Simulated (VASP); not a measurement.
# Sc (Fm-3m) in VASP: further runs, part 2 of 2

VASP 6.6.1. The steps go on from the part before.

## (3) Single point, PBE+U, collinear spin, ferromagnetic start

This run uses another cell than the first one, of 26.37 Å³/atom, 0.914 times its volume.

Contents of INCAR:

```
SYSTEM = Sc
PREC = Accurate ; ENCUT = 520
EDIFF = 1E-6 ; ISMEAR = 1
SIGMA = 0.2 ; LREAL = .False.
LASPH = .True. ; NELM = 150
ALGO = Fast ; ISIF = 2
LWAVE = .False. ; LCHARG = .False.
ISPIN = 2 ; MAGMOM = 0.5
LORBIT = 11 ; LMAXMIX = 4
LDAU = .True. ; LDAUTYPE = 2
LDAUL = 2 ; LDAUU = 1.5
LDAUJ = 0 ; LDAUPRINT = 1
GGA = PE ; NBANDS = 16
```

Contents of KPOINTS:

```
Automatic mesh
0
Gamma
  10 10 10
  0 0 0
```

Contents of POSCAR:

```
Sc
1.0
    3.3409857677      0.0000000000      0.0000000000
    1.6704928839      2.8933785485      0.0000000000
    1.6704928839      0.9644595162      2.7279034563
Sc
1
Direct
    0.0000000000      0.0000000000      0.0000000000
```

Potentials or basis: VASP PAW PBE potentials, release 64 (Sc_sv).

Started as:

```
cat potpaw_PBE.64/Sc_sv/POTCAR > POTCAR
mpirun -np 1 vasp_std > vasp.out
```

OUTCAR:

```text
SYSTEM = Sc
   PREC = Accurate
   ENCUT = 520
   EDIFF = 1E-6
   ISMEAR = 1
   LREAL = .False.
   LASPH = .True.
   NELM = 150
   ISIF = 2
   ISPIN = 2
   LORBIT = 11
   GGA = PE

 ion  position               nearest neighbor table
   1  0.000  0.000  0.000-

  LATTYP: Found a face centered cubic cell.
 ALAT       =     4.7248673844

  Lattice vectors:

 A1 = (   3.3409857677,   0.0000000000,   0.0000000000)
 A2 = (   1.6704928839,   2.8933785485,   0.0000000000)
 A3 = (   1.6704928839,   0.9644595162,   2.7279034563)

Analysis of symmetry for initial positions (statically):
=====================================================================
 Subroutine PRICEL returns:
 Original cell was already a primitive cell.

 Routine SETGRP: Setting up the symmetry group for a
 face centered cubic supercell.

 Subroutine GETGRP returns: Found 48 space group operations
 (whereof 48 operations were pure point group operations)
 out of a pool of 48 trial point group operations.

The static configuration has the point symmetry O_h .

Analysis of symmetry for dynamics (positions and initial velocities):
=====================================================================
 Subroutine PRICEL returns:
 Original cell was already a primitive cell.

 Routine SETGRP: Setting up the symmetry group for a
 face centered cubic supercell.

 Subroutine GETGRP returns: Found 48 space group operations
 (whereof 48 operations were pure point group operations)
 out of a pool of 48 trial point group operations.

The dynamic configuration has the point symmetry O_h .

Analysis of structural, dynamic, and magnetic symmetry:
=====================================================================
 Subroutine PRICEL returns:
 Original cell was already a primitive cell.

 Routine SETGRP: Setting up the symmetry group for a
 face centered cubic supercell.

 Subroutine GETGRP returns: Found 48 space group operations
 (whereof 48 operations were pure point group operations)
 out of a pool of 48 trial point group operations.

The overall configuration has the point symmetry O_h .

 Subroutine INISYM returns: Found 48 space group operations
 (whereof 48 operations are pure point group operations),
 and found     1 'primitive' translations

----------------------------------------------------------------------------------------

                                     Primitive cell

  volume of cell :      26.3699

  direct lattice vectors                    reciprocal lattice vectors
     3.340985768  0.000000000  0.000000000     0.299312858 -0.172808359 -0.122193963
     1.670492884  2.893378548  0.000000000     0.000000000  0.345616719 -0.122193963
     1.670492884  0.964459516  2.727903456     0.000000000  0.000000000  0.366581888

  length of vectors
     3.340985768  3.340985768  3.340985768     0.366581888  0.366581888  0.366581888

  position of ions in fractional coordinates (direct lattice)
[... 97 lines left out ...]
     AMIX_MAG =   1.60;   BMIX_MAG =  1.00
  volume/ion in A,a.u.               =      26.37       177.95
  Fermi-wavevector in a.u.,A,eV,Ry     =   1.223215  2.311541 20.357781  1.496255
  Thomas-Fermi vector in A             =   2.358334
   LORBIT       =     11    0 simple, 1 ext, 2 COOP (PROOUT), +10 PAW based schemes
 LDA+U is selected, type is set to LDAUTYPE =  2
   angular momentum for each species LDAUL =     2
   U (eV)           for each species LDAUU =   1.5
   J (eV)           for each species LDAUJ =   0.0
   GGA     = PE    functional components
   LHFCALC =     F    Hartree Fock is set to
   AEXX    =    0.0000 exact exchange contribution
   IVDW    =     0    specifies the selected vdW correction
   LEPSILON=     F    determine dielectric tensor
   LRPA    =     F    only Hartree local field effects (RPA)
 spin polarized calculation
 RMM-DIIS sequential band-by-band and
 Methfessel and Paxton  Order N= 1 SIGMA  =   0.20
  energy-cutoff  :      520.00
  volume of cell :       26.37
 maximum number of plane-waves:       728
 NGX is ok and might be reduce to    28
   NGX = 13   NGY = 13   NGZ = 13

atom =   1  type =  1  l = 2

 onsite density matrix

spin component  1

  0.0926  0.0000 -0.0000  0.0105  0.0000
  0.0000  0.0852  0.0000  0.0000  0.0105
 -0.0000  0.0000  0.1000  0.0000 -0.0000
  0.0105  0.0000  0.0000  0.0852  0.0000
  0.0000  0.0105 -0.0000  0.0000  0.0926

spin component  2

  0.0842  0.0000 -0.0000  0.0049  0.0000
  0.0000  0.0808  0.0000  0.0000  0.0049
 -0.0000  0.0000  0.0877  0.0000 -0.0000
  0.0049  0.0000  0.0000  0.0808  0.0000
  0.0000  0.0049 -0.0000  0.0000  0.0842

 occupancies and eigenvectors

  o =  0.0773  v =  0.0000  0.0000  0.0000  0.0000  0.0000 -0.5774  0.0000 -0.0000  0.8165 -0.0000      0.0000  0.0000  0.0000  0.0000  0.0000  0.0000  0.0000  0.0000  0.0000  0.0000
  o =  0.0773  v =  0.0000  0.0000  0.0000  0.0000  0.0000  0.0000 -0.8165  0.0000  0.0000  0.5774      0.0000  0.0000  0.0000  0.0000  0.0000  0.0000  0.0000  0.0000  0.0000  0.0000
  o =  0.0777  v =  0.5774 -0.0000  0.0000 -0.8165  0.0000  0.0000  0.0000  0.0000  0.0000  0.0000      0.0000  0.0000  0.0000  0.0000  0.0000  0.0000  0.0000  0.0000  0.0000  0.0000
  o =  0.0777  v = -0.0000 -0.8165  0.0000  0.0000  0.5774  0.0000  0.0000  0.0000  0.0000  0.0000      0.0000  0.0000  0.0000  0.0000  0.0000  0.0000  0.0000  0.0000  0.0000  0.0000
  o =  0.0877  v =  0.0000  0.0000  0.0000  0.0000  0.0000  0.3853 -0.5052  0.1084  0.2724 -0.7144      0.0000  0.0000  0.0000  0.0000  0.0000  0.0000  0.0000  0.0000  0.0000  0.0000
  o =  0.0877  v =  0.0000  0.0000  0.0000  0.0000  0.0000 -0.6237 -0.2697 -0.4454 -0.4410 -0.3814      0.0000  0.0000  0.0000  0.0000  0.0000  0.0000  0.0000  0.0000  0.0000  0.0000
  o =  0.0877  v =  0.0000  0.0000  0.0000  0.0000  0.0000 -0.3595 -0.0735  0.8888 -0.2542 -0.1040      0.0000  0.0000  0.0000  0.0000  0.0000  0.0000  0.0000  0.0000  0.0000  0.0000
  o =  0.1000  v =  0.3853 -0.5052  0.1084  0.2724 -0.7144  0.0000  0.0000  0.0000  0.0000  0.0000      0.0000  0.0000  0.0000  0.0000  0.0000  0.0000  0.0000  0.0000  0.0000  0.0000
  o =  0.1000  v = -0.6237 -0.2697 -0.4454 -0.4410 -0.3814  0.0000  0.0000  0.0000  0.0000  0.0000      0.0000  0.0000  0.0000  0.0000  0.0000  0.0000  0.0000  0.0000  0.0000  0.0000
  o =  0.1000  v = -0.3595 -0.0735  0.8887 -0.2542 -0.1040  0.0000  0.0000  0.0000  0.0000  0.0000      0.0000  0.0000  0.0000  0.0000  0.0000  0.0000  0.0000  0.0000  0.0000  0.0000

 number of electron      11.0000001 magnetization       0.0834001

 Free energy of the ion-electron system (eV)
  ---------------------------------------------------
  ext. energy  EPLUGINS =         0.00000000
  ---------------------------------------------------
  free energy    TOTEN  =        -5.55409323 eV

  energy without entropy =       -5.55168374  energy(sigma->0) =       -5.55329007

 E-fermi :   3.5366     XC(G=0):  -9.6467

 val. band max:        3.5230964603   @ k =  -0.3000   0.4000   0.2000
 cond. band min:       3.5383822833   @ k =  -0.4000   0.1000   0.0000
 fundamental gap:      0.0152858230
 Fermi energy:         3.5366358363

 spin component 1

 k-point     1 :       0.0000    0.0000    0.0000
  band No.  band energies     occupation
      1     -46.5858      1.00000
      2     -25.0160      1.00000
      3     -25.0160      1.00000
      4     -25.0160      1.00000
      5      -1.7537      1.00000
      6       5.1228     -0.00000
[... 895 lines left out ...]
      5       1.5115      1.00000
      6       3.5056      0.62964
[... 8 lines left out ...]
     15      18.6299      0.00000
     16      25.5465      0.00000

 [... further k-points ...]
[... 5 lines left out ...]
  --------------------------------------------------------------------------------------
  -------------------------------------------------------------------------------------
  Total       -0.1209174     -0.1209174     -0.1209174     -0.0000000     -0.0000000     -0.0000000
  in kB       -7.3466692     -7.3466692     -7.3466692     -0.0000000     -0.0000000     -0.0000000
  external PRESSURE =      -7.3466692 kB  Pullay stress =       0.0000000 kB

 VOLUME and BASIS-vectors are now :
 -----------------------------------------------------------------------------
  energy-cutoff  :      520.00
  volume of cell :       26.37
      direct lattice vectors                 reciprocal lattice vectors
     3.340985768  0.000000000  0.000000000     0.299312858 -0.172808359 -0.122193963
     1.670492884  2.893378548  0.000000000     0.000000000  0.345616719 -0.122193963
     1.670492884  0.964459516  2.727903456     0.000000000  0.000000000  0.366581888

 POSITION                                       TOTAL-FORCE (eV/Angst)
 -----------------------------------------------------------------------------------
      0.00000      0.00000      0.00000        -0.000000      0.000000      0.000000
 -----------------------------------------------------------------------------------
    total drift:                               -0.000000     -0.000000     -0.000000

  FREE ENERGIE OF THE ION-ELECTRON SYSTEM (eV)
  ---------------------------------------------------
  free  energy   TOTEN  =        -5.5540932344 eV

  energy  without entropy=       -5.5516837437  energy(sigma->0) =       -5.55329007

 total charge

# of ion       s       p       d       tot
------------------------------------------
    1        2.274   6.111   0.864   9.249

 magnetization (x)

# of ion       s       p       d       tot
------------------------------------------
    1        0.000   0.006   0.038   0.044
```

Run time: 99 s. Hardware: 1 thread of AMD EPYC 7R43 (Zen 3), shared host; peak memory 0.15 GiB.

What came out:

| Item | Value |
| --- | --- |
| Free energy | -5.5541 eV |
| Pressure | -0.7 GPa |
| Net moment | 0.08 μB per cell |
| Site moments | Sc +0.04 μB |
| Valence electrons inside the program's atomic spheres | Sc 9.25 |

Eigenvalues of the final occupation matrices:
```
    site  spin  trace               eigenvalues
site 1 d     1   0.46  0.08 0.08 0.10 0.10 0.10
site 1 d     2   0.42  0.08 0.08 0.09 0.09 0.09
```

Caveat: the U is typed as a test and isn't derived for this compound. The state reached can hang on the start; a lower one may exist.

## (4) Relaxation of cell and atoms, PBE+U, collinear spin, ferromagnetic start

This run uses another cell than the first one, of 23.09 Å³/atom, 0.800 times its volume.

Contents of INCAR:

```
SYSTEM = Sc
PREC = Accurate
ENCUT = 600
EDIFF = 1E-6
ISMEAR = 1
SIGMA = 0.2
LREAL = .False.
LASPH = .True.
NELM = 150
ALGO = Normal
ISIF = 3
LWAVE = .False.
LCHARG = .False.
ISPIN = 2
MAGMOM = 0.5
LORBIT = 11
LMAXMIX = 4
LDAU = .True.
LDAUTYPE = 2
LDAUL = 2
LDAUU = 1.5
LDAUJ = 0
LDAUPRINT = 1
GGA = PE
IBRION = 2
NSW = 80
EDIFFG = -0.01
```

Contents of KPOINTS:

```
regular mesh
0
Gamma
  10 10 10
  0 0 0
```

Contents of POSCAR:

```
Sc
1.0
    3.1961226500      0.0000000000      0.0000000000
    1.5980613250      2.7679234085      0.0000000000
    1.5980613250      0.9226411362      2.6096232160
Sc
1
Direct
    0.0000000000      0.0000000000      0.0000000000
```

Started as:

```
cat potpaw_PBE.64/Sc_sv/POTCAR > POTCAR
mpirun -np 1 vasp_std > vasp.out
```

Wall time 1.7 min (1 thread of AMD EPYC 7R43 (Zen 3), shared host); peak memory 0.15 GiB.

It converged, with:

| Property | Result |
| --- | --- |
| Free energy | -5.5544 eV |
| Relaxed volume | 26.00 Å³/atom |
| Relaxed cell | a = 3.325 Å, b = 3.325 Å, c = 3.325 Å, α = 60.00°, β = 60.00°, γ = 60.00° |
| Space group after relaxing (to 0.05 Å) | Fm-3m (No. 225) |
| Energy gained by relaxing | 62.6 meV/atom |
| Ionic steps | 3 |
| Pressure after relaxing | 0.0 GPa |
| Net moment | 0.00 μB per cell |
| Valence electrons inside the program's atomic spheres | Sc 9.26 |

Step by step:
```csv
step,energy change (eV),largest force (eV/Å),pressure (GPa),volume (Å³)
1,0.0000,0.0000,7.41,23.09
2,-0.0583,0.0000,-1.57,26.84
3,-0.0626,0.0000,0.01,26.00
```

Final structure:
```yaml
crystal:
  lattice:
    - [3.32511, 0.00000, 0.00000]
    - [1.66256, 2.87963, 0.00000]
    - [1.66256, 0.95988, 2.71494]
  atoms:
    - { symbol: Sc, position: [0.00000, 0.00000, 0.00000] }
```

Levels at points of the mesh, in eV from the Fermi level:
Spin up:
```csv
k point,band 3,band 4,band 5,band 6,band 7,band 8
"(0.00, 0.00, 0.00)",-28.49,-28.49,-5.29,1.65,1.65,1.65
"(0.50, 0.00, 0.00)",-28.53,-28.53,-1.75,-0.06,1.55,1.55
"(0.50, 0.50, 0.00)",-28.60,-28.60,-1.37,-0.46,1.52,3.79
```
Spin down:
```tsv
k point	band 1	band 2	band 3	band 4	band 5	band 6	band 7	band 8	band 9
(0.00, 0.00, 0.00)	-50.06	-28.49	-28.49	-28.49	-5.29	1.65	1.65	1.65	2.97
(0.50, 0.00, 0.00)	-50.02	-28.81	-28.53	-28.53	-1.74	-0.06	1.56	1.56	3.78
(0.50, 0.50, 0.00)	-50.00	-28.79	-28.60	-28.60	-1.37	-0.46	1.53	3.79	3.99
```

Eigenvalues of the final occupation matrices:
```csv
site,spin,trace,eigenvalues
site 1 d,1,0.44,0.08 0.08 0.09 0.09 0.09
site 1 d,2,0.44,0.08 0.08 0.09 0.09 0.09
```

Caveat: the volume moved by +13 % from the deposited cell, more than functionals usually miss; the U is typed as a test and isn't derived for this compound. PBE usually gives volumes a little too large and moduli too small.

## (5) Summary

```tsv
task	level	spin	U	cell	cutoff (eV)	smearing	gap on the mesh (eV)	pressure (GPa)	moment (μB)
electric field gradients	r2SCAN+D4	off	-	a = 3.443 Å, angles 60.0°, 1 atom	520	fermi-dirac 0.15 eV	none	-6.0	-
single point	PBE+U	collinear, ferromagnetic start	Sc d U = 1.5 eV	a = 3.341 Å, angles 60.0°, 1 atom	520	methfessel-paxton 0.2 eV	none	-0.7	0.08
relaxation of cell and atoms	PBE+U	collinear, ferromagnetic start	Sc d U = 1.5 eV	relaxed from a = 3.196 Å, angles 60.0°, 1 atom	600	methfessel-paxton 0.2 eV	none	0.0	0.00
```

Alike in all rows: potentials or basis VASP PAW PBE potentials, release 64 (Sc_sv); k mesh 10 × 10 × 10.

Caveats: the U is typed as a test and isn't derived for this compound (some runs); the PAW data sets were made with another functional, which shifts forces and pressure a little (some runs); pairwise dispersion overbinds metals, which lowers pressure and volume (some runs); the volume moved by +13 % from the deposited cell, more than functionals usually miss (some runs).

Total energies depend on the potentials used, so only differences within one code and one set of settings carry meaning.
